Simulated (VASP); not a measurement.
## SnO2: single point with r2SCAN

The system is SnO2.

```
Sn O
1.0
     5.03900    0.00000    0.00000
     0.00000    5.03920    0.00000
     0.00000    0.00000    3.20005
Sn O
2 4
Direct
  0.50000 0.50000 0.50000
  0.00000 0.00000 0.00000
  0.31035 0.31036 0.00000
  0.81035 0.18964 0.50000
  0.18965 0.81036 0.50000
  0.68965 0.68964 0.00000
```

This cell differs from its parent crystal: biaxial xy strain +5.8%.

```
Program             : VASP 6.6.1
Task                : single point
Functional          : r2SCAN
Potentials or basis : VASP PAW PBE potentials, release 64 (Sn_d, O)
Cutoff              : 520 eV
k mesh              : 6 × 6 × 8
Occupations         : gaussian, width 0.01 eV
Spin                : no spin polarisation
```

```
Pressure               : -14.6 GPa
Largest force          : 0.056 eV/Å
Band gap on the k mesh : 0.91 eV
```

Forces in eV/Å, atoms in the order of the input:
```
Sn   0.000  0.000  0.000
Sn   0.000  0.000  0.000
O   -0.039 -0.039  0.000
O   -0.039  0.039  0.000
O    0.039 -0.039  0.000
O    0.039  0.039  0.000
```

Stress tensor (GPa, compression positive):
```
-16.20   0.00   0.00
  0.00 -16.21   0.00
  0.00   0.00 -11.37
```

Levels at points of the mesh, in eV from the valence-band top:
| k point | band 23 | band 24 | band 25 | band 26 | band 27 | band 28 | band 29 | band 30 |
| --- | --- | --- | --- | --- | --- | --- | --- | --- |
| (0.00, 0.00, 0.00) | -1.08 | -0.72 | -0.72 | 0.00 | 0.91 | 6.07 | 6.82 | 6.82 |
| (0.50, 0.00, 0.00) | -1.05 | -1.05 | -0.62 | -0.62 | 3.92 | 3.92 | 7.52 | 7.52 |
| (0.00, 0.50, 0.00) | -1.05 | -1.05 | -0.62 | -0.62 | 3.92 | 3.92 | 7.52 | 7.52 |
| (0.50, 0.50, 0.00) | -1.13 | -1.13 | -0.87 | -0.87 | 4.35 | 4.35 | 7.64 | 7.64 |
| (0.00, 0.00, 0.50) | -1.33 | -1.33 | -1.11 | -1.11 | 5.75 | 5.75 | 9.63 | 9.63 |
| (0.50, 0.00, 0.50) | -0.94 | -0.94 | -0.81 | -0.81 | 5.94 | 5.94 | 7.65 | 7.65 |
| (0.00, 0.50, 0.50) | -0.95 | -0.95 | -0.81 | -0.81 | 5.94 | 5.94 | 7.65 | 7.65 |
| (0.50, 0.50, 0.50) | -0.92 | -0.92 | -0.77 | -0.77 | 4.64 | 4.64 | 8.79 | 8.79 |

Run time: 10 min on 1 thread of Intel(R) Xeon(R) Platinum 8259CL CPU @ 2.50GHz (Skylake/Cascade Lake), with other jobs on the host, peak memory 0.32 GiB.

Caveat: the cell differs from its parent crystal (biaxial xy strain +5.8%); the cell stands under tension; the PAW data sets were made with another functional, which shifts forces and pressure a little; spin-orbit coupling is left out, which moves the levels of the heavy elements.
